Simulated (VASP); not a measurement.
Here is a VASP 6.6.1 calculation.

The input INCAR:

```
ALGO = Normal
EDIFF = 1E-7
ENCUT = 520
GGA = PE
ISIF = 2
ISMEAR = 1
LASPH = T
LCHARG = F
LREAL = F
LWAVE = F
NBANDS = 9
NELM = 60
PREC = Accurate
SIGMA = 0.3
```

The input KPOINTS:

```
k-points
0
Gamma
  7 7 4
```

The input POSCAR:

```
Mg
1.0
    3.2093000000      0.0000000000      0.0000000000
   -1.6046500000      2.7793400000      0.0000000000
    0.0000000000      0.0000000000      5.2103000000
Mg
2
Direct
    0.3261400000      0.6596100000      0.2474977101
    0.6633600000      0.3421200000      0.7494500000
```

Potentials or basis: VASP PAW PBE potentials, release 64 (Mg).

Command:

```console
$ cat potpaw_PBE.64/Mg/POTCAR > POTCAR
$ mpirun -np 1 vasp_std > vasp.out
```

What does it give for the band gap on the k mesh?

Zero (bands 2 and 3 overlap by 2.03 eV).

What does it give for the largest force?

0.044 eV/Å.

Forces in eV/Å, atoms in the order of the input:
```
Mg  -0.009  0.027  0.033
Mg   0.009 -0.027 -0.033
```

Caveat: so wide a smearing shifts energies and pressures.
